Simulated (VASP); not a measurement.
A run of VASP 6.6.1 is set up as follows.

File INCAR:

```
SYSTEM = Au
  ALGO = Normal
  EDIFF = 1E-7
  ENCUT = 520
  GGA = PS
  ISIF = 2
  ISMEAR = -1
  LASPH = .TRUE.
  LCHARG = .FALSE.
  LREAL = .FALSE.
  LWAVE = .FALSE.
  NBANDS = 12
  NELM = 60
  PREC = Accurate
  SIGMA = 0.15
```

Contents of KPOINTS:

```
k-points
0
G
  20 20 20
  0 0 0
```

POSCAR

```
Au
1.0
    0.0000000000      2.0416550051      2.0416550051
    2.0416550051      0.0000000000      2.0416550051
    2.0416550051      2.0416550051      0.0000000000
Au
1
Direct
    0.0000000000      0.0000000000      0.0000000000
```

Potentials or basis: VASP PAW PBE potentials, release 64 (Au).

The run is started by

```sh
$ cat potpaw_PBE.64/Au/POTCAR > POTCAR
$ mpirun -np 1 vasp_std > vasp.out
```

(1) Predict the band gap on the k mesh.

(2) Estimate the pressure.

## Answers

(1) zero (an odd number of electrons rules out a gap without spin polarisation).

(2) -0.3 GPa.

Caveat: the PAW data sets were made with another functional, which shifts forces and pressure a little; spin-orbit coupling is left out, which moves the levels of the heavy elements.
